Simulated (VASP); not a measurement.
Set up this calculation in VASP 6.6.1, as the native input.

```
Task                   : single point
Functional             : r2SCAN
Potentials or basis    : VASP PAW PBE potentials, release 64 (Al, O)
Cutoff                 : 660 eV
k mesh                 : 6 × 6 × 2
Occupations            : gaussian, width 0.01 eV
Spin                   : no spin polarisation
Dipole correction      : no
Further INCAR settings : ALGO = Normal; EDIFF = 1e-06; NBANDS = 20
```

Crystal: Al2O3.

```
CELL_PARAMETERS angstrom
2.88432 0.00000 0.00000
-1.44216 2.49790 0.00000
0.00000 0.00000 9.33675
ATOMIC_POSITIONS crystal
Al 0.00000 0.00000 0.14999
Al 0.00000 0.00000 0.85001
O 0.33333 0.66667 0.22232
O 0.66667 0.33333 0.00000
O 0.33333 0.66667 0.77768
```

These files were run (other wordings do the same):

POSCAR

```
Al2O3
1.0
    2.8843200000      0.0000000000      0.0000000000
   -1.4421600000      2.4979000000      0.0000000000
    0.0000000000      0.0000000000      9.3367500000
Al O
2 3
Direct
    0.0000000000      0.0000000000      0.1499900000
    0.0000000000      0.0000000000      0.8500100000
    0.3333333333      0.6666666667      0.2223200000
    0.6666666667      0.3333333333      0.0000000000
    0.3333333333      0.6666666667      0.7776800000
```

INCAR.step1

```
SYSTEM = Al2O3
  PREC = Accurate
  ENCUT = 660
  ISMEAR = 0
  SIGMA = 0.01
  LREAL = .FALSE.
  LASPH = .TRUE.
  NELM = 120
  NBANDS = 20
  GGA = PE
  ALGO = Normal
  EDIFF = 1E-5
  LWAVE = .TRUE.
  LCHARG = .FALSE.
  GGA_COMPAT = .FALSE.
```

INCAR.step2

```
SYSTEM = Al2O3
  PREC = Accurate
  ENCUT = 660
  EDIFF = 1E-6
  ISMEAR = 0
  SIGMA = 0.01
  LREAL = .FALSE.
  LASPH = .TRUE.
  NELM = 120
  ALGO = Normal
  ISIF = 2
  LWAVE = .FALSE.
  LCHARG = .FALSE.
  METAGGA = R2SCAN
  LMIXTAU = .TRUE.
  NBANDS = 20
  ISTART = 1
  GGA_COMPAT = .FALSE.
```

KPOINTS

```
Automatic mesh
0
G
  6 6 2
  0 0 0
```

Potentials or basis: VASP PAW PBE potentials, release 64 (Al, O).

Command:

```bash
$ cat potpaw_PBE.64/Al/POTCAR potpaw_PBE.64/O/POTCAR > POTCAR
$ cp INCAR.step1 INCAR
$ mpirun -np 1 vasp_std > vasp.out
$ cp INCAR.step2 INCAR
$ mpirun -np 1 vasp_std > vasp.out
```

Results of the run:

```yaml
Pressure: -4.9 GPa
Largest_force: 0.442 eV/Å
Band_gap_on_the_k_mesh: 5.60 eV (least direct gap 5.83 eV)
```

Caveat: the cell stands under tension; the PAW data sets were made with another functional, which shifts forces and pressure a little.

It took 2.7 min on 1 thread of Intel Xeon 8259CL, on a shared host, peak memory 0.21 GiB.
